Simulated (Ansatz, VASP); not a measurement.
One calculation of NbAs, two programs

Contents of INCAR:

```
ALGO     = Normal         # electronic algorithm
EDIFF    = 1E-7           # SCF threshold, eV
ENCUT    = 520            # plane-wave cutoff, eV
ISIF     = 2              # what is computed and relaxed
ISMEAR   = -1             # smearing method
LASPH    = True           # aspherical terms in the spheres
LCHARG   = False          # write CHGCAR
LREAL    = False          # projectors in reciprocal space
LWAVE    = False          # write WAVECAR
NBANDS   = 26             # bands
NELM     = 100            # most SCF steps
PREC     = Accurate       # precision mode
SIGMA    = 0.05           # smearing width, eV
```

Contents of KPOINTS:

```
k-points
0
Gamma
  11 11 11
```

The input POSCAR:

```
NbAs
1.0
   -1.7596987896      1.7596987896      5.9545388829
    1.7596987896     -1.7596987896      5.9545388829
    1.7596987896      1.7596987896     -5.9545388829
Nb As
2 2
Direct
    0.5000000000      0.0000000000      0.5000000000
    0.7500000000      0.7500000000      0.0000000000
    0.9160000000      0.4160000000      0.5000000000
    0.1660000000      0.1660000000      0.0000000000
```

The input input.yaml:

```yaml
crystal:
  lattice:
    - [-1.7596987896, 1.7596987896, 5.9545388829]
    - [1.7596987896, -1.7596987896, 5.9545388829]
    - [1.7596987896, 1.7596987896, -5.9545388829]
  atoms:
    - { symbol: Nb, position: [0.5, 0.0, 0.5] }
    - { symbol: Nb, position: [0.75, 0.75, 0.0] }
    - { symbol: As, position: [0.916, 0.416, 0.5] }
    - { symbol: As, position: [0.166, 0.166, 0.0] }
kpoints:
  mp_grid: { grid: [11, 11, 11] }
scf:
  occupations: { method: fermi_dirac, width: 0.05 }
hamiltonian:
  xc: lda
  pseudopotentials: { kind: all_electron, lapw: { basis_error: 0.002 } }
output:
  forces: true
  stress: true
  eigenvalues: true
```

Change from the starting cell: volume scaled by 1.06.

Alike in both runs: task single point; functional LDA; k mesh 11 × 11 × 11; occupations fermi-dirac, width 0.05 eV; no spin polarisation.

|  | VASP | Ansatz |
| --- | --- | --- |
| version | VASP 6.6.1 | Ansatz 0.2.0 |
| potentials or method | VASP PAW LDA potentials, release 64 (Nb_sv, As), cutoff 520 eV | all-electron LAPW, scalar-relativistic |

```tsv
	VASP	Ansatz	Ansatz less VASP
pressure (GPa)	-13.6	-13.8	-0.22
traceless stress, the component that is largest in VASP (GPa)	1.58	1.63	+0.044
rms of the force components (eV/Å)	0.122	0.120	-0.0017
```

LDA's correlation is that of Perdew and Zunger in VASP and of Perdew and Wang (1992) in Ansatz. Atom by atom the forces differ by 0.002 eV/Å (rms over components). Ansatz ran all-electron here, and VASP with PAW potentials.
